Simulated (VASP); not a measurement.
# BN (P6_3/mmc) in VASP: a series of runs, part 2 of 3

VASP 6.6.1. The steps go on from the part before.

## 3. Electric field gradients, PBEsol (volume scaled by 0.94)

The input, INCAR:

```
PREC = Accurate
ENCUT = 520
EDIFF = 1E-8
ISMEAR = -1
SIGMA = 0.02
LREAL = False
LASPH = True
NELM = 60
ALGO = Normal
ISIF = 2
LWAVE = False
LCHARG = False
GGA = PS
LEFG = True
NBANDS = 16
```

The input, KPOINTS:

```
regular mesh
0
Gamma
  11 11 4
```

The input, POSCAR:

```
BN
1.0
    2.4528754899      0.0000000000      0.0000000000
   -1.2264377450      2.1242524866      0.0000000000
    0.0000000000      0.0000000000      6.5252189874
B N
2 2
Direct
    0.3333333333      0.6666666667      0.2500000000
    0.6666666667      0.3333333333      0.7500000000
    0.3333333333      0.6666666667      0.7500000000
    0.6666666667      0.3333333333      0.2500000000
```

Potentials or basis: VASP PAW PBE potentials, release 64 (B, N).

Started as:

```bash
$ cat potpaw_PBE.64/B/POTCAR potpaw_PBE.64/N/POTCAR > POTCAR
$ mpirun -np 1 vasp_std > vasp.out
```

OUTCAR:

```text
PREC = Accurate
   ENCUT = 520
   EDIFF = 1E-8
   ISMEAR = -1
   LREAL = False
   LASPH = True
   NELM = 60
   ISIF = 2
   GGA = PS

 ion  position               nearest neighbor table
   1  0.333  0.667  0.250-   4 1.42   4 1.42   4 1.42
   2  0.667  0.333  0.750-   3 1.42   3 1.42   3 1.42
   3  0.333  0.667  0.750-   2 1.42   2 1.42   2 1.42
   4  0.667  0.333  0.250-   1 1.42   1 1.42   1 1.42

  LATTYP: Found a hexagonal cell.
 ALAT       =     2.4528754899
 C/A-ratio  =     2.6602324554

  Lattice vectors:

 A1 = (   2.4528754899,   0.0000000000,   0.0000000000)
 A2 = (  -1.2264377450,   2.1242524866,   0.0000000000)
 A3 = (   0.0000000000,   0.0000000000,   6.5252189874)

Analysis of symmetry for initial positions (statically):
=====================================================================
 Subroutine PRICEL returns:
 Original cell was already a primitive cell.

 Routine SETGRP: Setting up the symmetry group for a
 hexagonal supercell.

 Subroutine GETGRP returns: Found 24 space group operations
 (whereof 12 operations were pure point group operations)
 out of a pool of 24 trial point group operations.

The static configuration has the point symmetry D_3d.
 The point group associated with its full space group is D_6h.

Analysis of symmetry for dynamics (positions and initial velocities):
=====================================================================
 Subroutine PRICEL returns:
 Original cell was already a primitive cell.

 Routine SETGRP: Setting up the symmetry group for a
 hexagonal supercell.

 Subroutine GETGRP returns: Found 24 space group operations
 (whereof 12 operations were pure point group operations)
[... 604 lines left out ...]
      5      -2.0388      2.00000
      6      -0.7186      2.00000
[... 8 lines left out ...]
     15      18.2003      0.00000
     16      18.3039      0.00000

 [... further k-points ...]
[... 5 lines left out ...]
  --------------------------------------------------------------------------------------
  -------------------------------------------------------------------------------------
  Total        5.4544756      5.4544756      0.2845158     -0.0000000     -0.0000000      0.0000000
  in kB      257.0317989    257.0317989     13.4072645     -0.0000000     -0.0000000      0.0000000
  external PRESSURE =     175.8236208 kB  Pullay stress =       0.0000000 kB

 VOLUME and BASIS-vectors are now :
 -----------------------------------------------------------------------------
  energy-cutoff  :      520.00
  volume of cell :       34.00
      direct lattice vectors                 reciprocal lattice vectors
     2.452875490  0.000000000  0.000000000     0.407684778  0.235376916  0.000000000
    -1.226437745  2.124252487  0.000000000     0.000000000  0.470753833  0.000000000
     0.000000000  0.000000000  6.525218987     0.000000000  0.000000000  0.153251562

 POSITION                                       TOTAL-FORCE (eV/Angst)
 -----------------------------------------------------------------------------------
     -0.00000      1.41617      1.63130        -0.000000     -0.000000      0.000000
      1.22644      0.70808      4.89391         0.000000      0.000000      0.000000
     -0.00000      1.41617      4.89391        -0.000000     -0.000000      0.000000
      1.22644      0.70808      1.63130         0.000000     -0.000000      0.000000
 -----------------------------------------------------------------------------------
    total drift:                               -0.000000      0.000000      0.000000

  FREE ENERGIE OF THE ION-ELECTRON SYSTEM (eV)
  ---------------------------------------------------
  free  energy   TOTEN  =       -36.4448665333 eV

  energy  without entropy=      -36.4448665333  energy(sigma->0) =      -36.44486653

 Electric field gradients (V/A^2)
---------------------------------------------------------------------
 ion       V_xx      V_yy      V_zz      V_xy      V_xz      V_yz
---------------------------------------------------------------------
   1     -18.061   -18.060    36.121     0.000    -0.000    -0.000
   2     -18.061   -18.060    36.121     0.000     0.000    -0.000
   3      -5.287    -5.289    10.575    -0.002    -0.000     0.000
   4      -5.287    -5.289    10.575    -0.002     0.000     0.000
---------------------------------------------------------------------

 Electric field gradients after diagonalization (V/A^2)
 (convention: |V_zz| > |V_xx| > |V_yy|)
----------------------------------------------------------------------
 ion       V_xx      V_yy      V_zz     asymmetry (V_yy - V_xx)/ V_zz
----------------------------------------------------------------------
   1     -18.061   -18.060    36.121       0.000
   2     -18.061   -18.060    36.121       0.000
   3      -5.290    -5.285    10.575       0.000
   4      -5.290    -5.285    10.575       0.000
----------------------------------------------------------------------

           NMR quadrupolar parameters

 Cq : quadrupolar parameter    Cq=e*Q*V_zz/h
 eta: asymmetry parameters     (V_yy - V_xx)/ V_zz
 Q  : nuclear electric quadrupole moment in mb (millibarn)
----------------------------------------------------------------------
 ion       Cq(MHz)       eta       Q (mb)
----------------------------------------------------------------------
   1       0.087       0.000       1.000
   2       0.087       0.000       1.000
   3       0.026       0.000       1.000
   4       0.026       0.000       1.000
----------------------------------------------------------------------
```

OSZICAR:

```text
N       E                     dE             d eps       ncg     rms          rms(c)
DAV:   1     0.455979059563E+02    0.45598E+02   -0.80724E+03  1544   0.930E+02
DAV:   2    -0.372824484617E+02   -0.82880E+02   -0.75710E+02  2168   0.225E+02
DAV:   3    -0.402829476941E+02   -0.30005E+01   -0.29861E+01  1904   0.412E+01
DAV:   4    -0.403005148386E+02   -0.17567E-01   -0.17564E-01  1992   0.347E+00
DAV:   5    -0.403006630111E+02   -0.14817E-03   -0.14817E-03  1904   0.306E-01    0.116E+01
DAV:   6    -0.369022627888E+02    0.33984E+01   -0.49988E+00  2000   0.172E+01    0.537E+00
DAV:   7    -0.365367439035E+02    0.36552E+00   -0.64824E-01  2032   0.582E+00    0.323E+00
DAV:   8    -0.364487229733E+02    0.88021E-01   -0.22379E-01  1928   0.325E+00    0.467E-01
DAV:   9    -0.364442420631E+02    0.44809E-02   -0.15018E-02  1688   0.100E+00    0.196E-01
DAV:  10    -0.364447922116E+02   -0.55015E-03   -0.95545E-04  1824   0.244E-01    0.287E-02
DAV:  11    -0.364448564633E+02   -0.64252E-04   -0.56351E-05  1888   0.589E-02    0.214E-02
DAV:  12    -0.364448664596E+02   -0.99964E-05   -0.18590E-05  1664   0.291E-02    0.178E-03
DAV:  13    -0.364448664916E+02   -0.31967E-07   -0.41644E-07  2128   0.516E-03    0.777E-04
DAV:  14    -0.364448665341E+02   -0.42482E-07   -0.61237E-08  1624   0.168E-03    0.149E-04
DAV:  15    -0.364448665333E+02    0.80172E-09   -0.45166E-10  1480   0.190E-04
   1 F= -.36444867E+02 E0= -.36444867E+02  d E =-.143819E-12
```

stdout:

```text
POSCAR found type information on POSCAR B N
 POSCAR found :  2 types and       4 ions
 scaLAPACK will be used
 -----------------------------------------------------------------------------
|                                                                             |
|                                                                             |
|     You enforced a specific xc type in the INCAR file but a different       |
|     I HOPE YOU KNOW WHAT YOU ARE DOING!                                     |
|                                                                             |
 -----------------------------------------------------------------------------

 LDA part: xc-table for (Slater+PW92), standard interpolation
 POSCAR, INCAR and KPOINTS ok, starting setup
 FFT: planning ... GRIDC
 FFT: planning ... GRID_SOFT
 FFT: planning ... GRID
 WAVECAR not read
 entering main loop
ion   1

ion   2

ion   3

ion   4
```

It took 21 s on 1 thread of Intel Xeon Platinum 8259CL at 2.50GHz (Skylake/Cascade Lake), shared host; peak memory 0.15 GiB.

Results:

```yaml
Free_energy: -36.4449 eV
Pressure: 17.6 GPa
Band_gap_on_the_k_mesh: 4.30 eV, indirect (least direct gap 4.70 eV)
```

Electric field gradients, principal values (V/Å²):
| atom | least | middle | greatest (by size) |
| --- | --- | --- | --- |
| 1 B | -18.060 | -18.061 | 36.121 |
| 2 B | -18.060 | -18.061 | 36.121 |
| 3 N | -5.285 | -5.290 | 10.575 |
| 4 N | -5.285 | -5.290 | 10.575 |

Caveat: without QUAD_EFG the Cq values of the log hold for a quadrupole moment of 1 mb, not for the nuclei; the PAW data sets were made with another functional, which shifts forces and pressure a little; this functional lacks dispersion, which binds the layers, so the pressure and a relaxed spacing across them are unreliable.

## 4. Electric field gradients, PBEsol (volume scaled by 0.98)

The input, INCAR:

```
SYSTEM = BN
ALGO = Normal
EDIFF = 1E-8
ENCUT = 520
GGA = PS
ISIF = 2
ISMEAR = -1
LASPH = .TRUE.
LCHARG = .FALSE.
LEFG = .TRUE.
LREAL = .FALSE.
LWAVE = .FALSE.
NBANDS = 16
NELM = 60
PREC = Accurate
SIGMA = 0.02
```

The input, KPOINTS:

```
k-points
0
G
  11 11 4
  0 0 0
```

The input, POSCAR:

```
BN
1.0
    2.4871858845      0.0000000000      0.0000000000
   -1.2435929423      2.1539661599      0.0000000000
    0.0000000000      0.0000000000      6.6164926127
B N
2 2
Direct
    0.3333333333      0.6666666667      0.2500000000
    0.6666666667      0.3333333333      0.7500000000
    0.3333333333      0.6666666667      0.7500000000
    0.6666666667      0.3333333333      0.2500000000
```

Potentials or basis: VASP PAW PBE potentials, release 64 (B, N).

Started as:

```bash
$ cat potpaw_PBE.64/B/POTCAR potpaw_PBE.64/N/POTCAR > POTCAR
$ mpirun -np 1 vasp_std > vasp.out
```

OUTCAR:

```text
SYSTEM = BN
   EDIFF = 1E-8
   ENCUT = 520
   GGA = PS
   ISIF = 2
   ISMEAR = -1
   LASPH = .TRUE.
   LREAL = .FALSE.
   NELM = 60
   PREC = Accurate

 ion  position               nearest neighbor table
   1  0.333  0.667  0.250-   4 1.44   4 1.44   4 1.44
   2  0.667  0.333  0.750-   3 1.44   3 1.44   3 1.44
   3  0.333  0.667  0.750-   2 1.44   2 1.44   2 1.44
   4  0.667  0.333  0.250-   1 1.44   1 1.44   1 1.44

  LATTYP: Found a hexagonal cell.
 ALAT       =     2.4871858845
 C/A-ratio  =     2.6602324555

  Lattice vectors:

 A1 = (   2.4871858845,   0.0000000000,   0.0000000000)
 A2 = (  -1.2435929423,   2.1539661599,   0.0000000000)
 A3 = (   0.0000000000,   0.0000000000,   6.6164926127)

Analysis of symmetry for initial positions (statically):
=====================================================================
 Subroutine PRICEL returns:
 Original cell was already a primitive cell.

 Routine SETGRP: Setting up the symmetry group for a
 hexagonal supercell.

 Subroutine GETGRP returns: Found 24 space group operations
 (whereof 12 operations were pure point group operations)
 out of a pool of 24 trial point group operations.

The static configuration has the point symmetry D_3d.
 The point group associated with its full space group is D_6h.

Analysis of symmetry for dynamics (positions and initial velocities):
=====================================================================
 Subroutine PRICEL returns:
 Original cell was already a primitive cell.

 Routine SETGRP: Setting up the symmetry group for a
 hexagonal supercell.

 Subroutine GETGRP returns: Found 24 space group operations
 (whereof 12 operations were pure point group operations)
 out of a pool of 24 trial point group operations.

The dynamic configuration has the point symmetry D_3d.
 The point group associated with its full space group is D_6h.

 Subroutine INISYM returns: Found 24 space group operations
 (whereof 12 operations are pure point group operations),
 and found     1 'primitive' translations

----------------------------------------------------------------------------------------

                                     Primitive cell

  volume of cell :      35.4466

  direct lattice vectors                    reciprocal lattice vectors
     2.487185885  0.000000000  0.000000000     0.402060822  0.232129924  0.000000000
    -1.243592942  2.153966160  0.000000000     0.000000000  0.464259847  0.000000000
     0.000000000  0.000000000  6.616492613     0.000000000  0.000000000  0.151137477

  length of vectors
     2.487185885  2.487185885  6.616492613     0.464259847  0.464259847  0.151137477

  position of ions in fractional coordinates (direct lattice)
     0.333333333  0.666666667  0.250000000
     0.666666667  0.333333333  0.750000000
     0.333333333  0.666666667  0.750000000
     0.666666667  0.333333333  0.250000000

  ion indices of the primitive-cell ions
   primitive index   ion index
                 1           1
                 2           2
                 3           3
[... 83 lines left out ...]
   PSTRESS=    0.0 pullay stress
   NELECT =      16.0000    total number of electrons
   NUPDOWN=      -1.0000    fix difference up-down
   EMIN   =  10.00;   EMAX   =-10.00  energy-range for DOS
   EFERMI =   0.00;   METHOD = LEGACY
   ISMEAR =    -1;   SIGMA  =   0.02  broadening in eV -4-tet -1-fermi 0-gaus
   EFERMI_NEDOS =   21; number of points for ismear=-14 and -15
   IALGO  =     38    algorithm
   IMIX   =      4    mixing-type and parameters
     AMIX     =   0.40;   BMIX     =  1.00
     AMIX_MAG =   1.60;   BMIX_MAG =  1.00
  volume/ion in A,a.u.               =       8.86        59.80
  Fermi-wavevector in a.u.,A,eV,Ry     =   1.255808  2.373133 21.457112  1.577053
  Thomas-Fermi vector in A             =   2.389546
   LORBIT       =      0    0 simple, 1 ext, 2 COOP (PROOUT), +10 PAW based schemes
   GGA     = PS    functional components
   LHFCALC =     F    Hartree Fock is set to
   AEXX    =    0.0000 exact exchange contribution
   IVDW    =     0    specifies the selected vdW correction
   LEPSILON=     F    determine dielectric tensor
   LRPA    =     F    only Hartree local field effects (RPA)
 non-spin polarized calculation
  energy-cutoff  :      520.00
  volume of cell :       35.45
 maximum number of plane-waves:       973
   NGX =  9   NGY =  9   NGZ = 25

 number of electron      15.9999993 magnetization

 Free energy of the ion-electron system (eV)
  ---------------------------------------------------
  ext. energy  EPLUGINS =         0.00000000
  ---------------------------------------------------
  free energy    TOTEN  =       -36.55052850 eV

  energy without entropy =      -36.55052850  energy(sigma->0) =      -36.55052850

 E-fermi :   2.7743     XC(G=0): -10.3689

 val. band max:        2.3340709500   @ k =   0.3636   0.2727   0.0000
 cond. band min:       6.5887274663   @ k =   0.4545   0.0909   0.0000
 fundamental gap:      4.2546565162
 Fermi energy:         2.7742507614

 k-point     1 :       0.0000    0.0000    0.0000
  band No.  band energies     occupation
      1     -15.5794      2.00000
      2     -15.2690      2.00000
      3      -4.1051      2.00000
      4      -1.9011      2.00000
      5       1.0233      2.00000
      6       1.0233      2.00000
[... 433 lines left out ...]
      3      -2.4634      2.00000
      4      -2.3733      2.00000
      5      -2.2266      2.00000
      6      -0.8981      2.00000
[... 8 lines left out ...]
     15      17.3989      0.00000
     16      17.4387      0.00000

 [... further k-points ...]
[... 5 lines left out ...]
  --------------------------------------------------------------------------------------
  -------------------------------------------------------------------------------------
  Total        1.8418363      1.8418363      0.1953364     -0.0000000      0.0000000      0.0000000
  in kB       83.2504624     83.2504624      8.8291498     -0.0000000      0.0000000      0.0000000
  external PRESSURE =      58.4433582 kB  Pullay stress =       0.0000000 kB

 VOLUME and BASIS-vectors are now :
 -----------------------------------------------------------------------------
  energy-cutoff  :      520.00
  volume of cell :       35.45
      direct lattice vectors                 reciprocal lattice vectors
     2.487185885  0.000000000  0.000000000     0.402060822  0.232129924  0.000000000
    -1.243592942  2.153966160  0.000000000     0.000000000  0.464259847  0.000000000
     0.000000000  0.000000000  6.616492613     0.000000000  0.000000000  0.151137477

 POSITION                                       TOTAL-FORCE (eV/Angst)
 -----------------------------------------------------------------------------------
     -0.00000      1.43598      1.65412         0.000000     -0.000000      0.000000
      1.24359      0.71799      4.96237        -0.000000      0.000000      0.000000
     -0.00000      1.43598      4.96237         0.000000     -0.000000      0.000000
      1.24359      0.71799      1.65412         0.000000      0.000000      0.000000
 -----------------------------------------------------------------------------------
    total drift:                               -0.000000      0.000000      0.000000

  FREE ENERGIE OF THE ION-ELECTRON SYSTEM (eV)
  ---------------------------------------------------
  free  energy   TOTEN  =       -36.5505284963 eV

  energy  without entropy=      -36.5505284963  energy(sigma->0) =      -36.55052850

 Electric field gradients (V/A^2)
---------------------------------------------------------------------
 ion       V_xx      V_yy      V_zz      V_xy      V_xz      V_yz
---------------------------------------------------------------------
   1     -17.572   -17.572    35.143     0.000    -0.000    -0.000
   2     -17.572   -17.572    35.143     0.000    -0.000    -0.000
   3      -3.124    -3.125     6.249    -0.002     0.000     0.000
   4      -3.124    -3.125     6.249    -0.002     0.000     0.000
---------------------------------------------------------------------

 Electric field gradients after diagonalization (V/A^2)
 (convention: |V_zz| > |V_xx| > |V_yy|)
----------------------------------------------------------------------
 ion       V_xx      V_yy      V_zz     asymmetry (V_yy - V_xx)/ V_zz
----------------------------------------------------------------------
   1     -17.572   -17.571    35.143       0.000
   2     -17.572   -17.571    35.143       0.000
   3      -3.126    -3.123     6.249       0.001
   4      -3.126    -3.123     6.249       0.001
----------------------------------------------------------------------

           NMR quadrupolar parameters

 Cq : quadrupolar parameter    Cq=e*Q*V_zz/h
 eta: asymmetry parameters     (V_yy - V_xx)/ V_zz
 Q  : nuclear electric quadrupole moment in mb (millibarn)
----------------------------------------------------------------------
 ion       Cq(MHz)       eta       Q (mb)
----------------------------------------------------------------------
   1       0.085       0.000       1.000
   2       0.085       0.000       1.000
   3       0.015       0.001       1.000
   4       0.015       0.001       1.000
----------------------------------------------------------------------
```

stdout:

```text
POSCAR found type information on POSCAR B N
 POSCAR found :  2 types and       4 ions
 scaLAPACK will be used
 -----------------------------------------------------------------------------
|                                                                             |
|                                                                             |
|     You enforced a specific xc type in the INCAR file but a different       |
|     I HOPE YOU KNOW WHAT YOU ARE DOING!                                     |
|                                                                             |
 -----------------------------------------------------------------------------

 LDA part: xc-table for (Slater+PW92), standard interpolation
 POSCAR, INCAR and KPOINTS ok, starting setup
 FFT: planning ... GRIDC
 FFT: planning ... GRID_SOFT
 FFT: planning ... GRID
 WAVECAR not read
 entering main loop
ion   1

ion   2

ion   3

ion   4
```

Run time: 22 s. Hardware: 1 thread of Intel Xeon Platinum 8259CL at 2.50GHz (Skylake/Cascade Lake), shared host; peak memory 0.14 GiB.

Results:

| Property | Result |
| --- | --- |
| Free energy | -36.5505 eV |
| Pressure | 5.8 GPa |
| Band gap on the k mesh | 4.25 eV, indirect (least direct gap 4.64 eV) |

Levels at points of the mesh, in eV from the valence-band top:
| k point | band 5 | band 6 | band 7 | band 8 | band 9 | band 10 | band 11 | band 12 |
| --- | --- | --- | --- | --- | --- | --- | --- | --- |
| (0.00, 0.00, 0.00) | -1.31 | -1.31 | -1.27 | -1.27 | 5.04 | 10.26 | 11.64 | 11.64 |
| (0.00, 0.00, 0.50) | -1.29 | -1.29 | -1.29 | -1.29 | 7.49 | 7.49 | 11.71 | 11.71 |

Electric field gradients, principal values (V/Å²):
| atom | least | middle | greatest (by size) |
| --- | --- | --- | --- |
| 1 B | -17.571 | -17.572 | 35.143 |
| 2 B | -17.571 | -17.572 | 35.143 |
| 3 N | -3.123 | -3.126 | 6.249 |
| 4 N | -3.123 | -3.126 | 6.249 |

Caveat: without QUAD_EFG the Cq values of the log hold for a quadrupole moment of 1 mb, not for the nuclei; the PAW data sets were made with another functional, which shifts forces and pressure a little; this functional lacks dispersion, which binds the layers, so the pressure and a relaxed spacing across them are unreliable. A k mesh can miss the band edges.

(Continued in part 3 of 3.)
